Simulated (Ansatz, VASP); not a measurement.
# MgSe: VASP beside Ansatz

```
Mg Se
1.0
     0.00000    2.74355    2.74355
     2.74355    0.00000    2.74355
     2.74355    2.74355    0.00000
Mg Se
1 1
Direct
  0.00000 0.00000 0.00000
  0.50000 0.50000 0.50000
```

Change from the starting cell: volume scaled by 1.02, PAW files.

Alike in both runs: task electric field gradients; functional PBE; k mesh 8 × 8 × 8; occupations fermi-dirac, width 0.02 eV; no spin polarisation.

```csv
,VASP,Ansatz
version,VASP 6.6.1,Ansatz 0.2.0
potentials or method,"VASP PAW PBE potentials, release 64 (Mg, Se)","PAW with Ansatz's default frozen-core files, scalar-relativistic"
plane-wave cutoff (eV),520,420
valence electrons in the cell,8,26
```

Ansatz gave:

| Quantity | Value |
| --- | --- |
| gap on the k mesh at the Fermi level (eV) | 1.79 |
| pressure (GPa) | 0.7 |

Question: Estimate VASP's values.

Answer: gap on the k mesh at the Fermi level (eV): 1.77; pressure (GPa): 0.6.

The functional is the same, so the differences come from potentials, cutoffs and numerics. VASP's potentials hold 8 valence electrons a cell and Ansatz's 26, so a difference there can come from the potentials and not from the codes.
